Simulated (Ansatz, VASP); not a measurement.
# Two plane-wave programs on Sn

```
CELL_PARAMETERS angstrom
-2.89942 2.90080 1.55817
2.90080 -2.89942 1.55817
2.89858 2.89858 -1.55564
ATOMIC_POSITIONS crystal
Sn 0.00002 0.99998 0.00000
Sn 0.74998 0.25002 0.50000
```

Alike in both runs: task single point; functional LDA; k mesh 11 × 11 × 8; occupations gaussian, width 0.3 eV; no spin polarisation.

```csv
,VASP,Ansatz
version,VASP 6.6.1,Ansatz 0.2.0
potentials or method,"VASP PAW LDA potentials, release 64 (Sn_d), cutoff 520 eV","plane waves (420 eV) with PAW, scalar-relativistic"
valence electrons in the cell,28,28
```

|  | VASP | Ansatz | Ansatz less VASP |
| --- | --- | --- | --- |
| pressure (GPa) | 0.0 | 0.0 | -0.03 |

Ansatz warns that its potentials were made for another functional, while VASP's fit it. LDA's correlation is that of Perdew and Zunger in VASP and of Perdew and Wang (1992) in Ansatz.
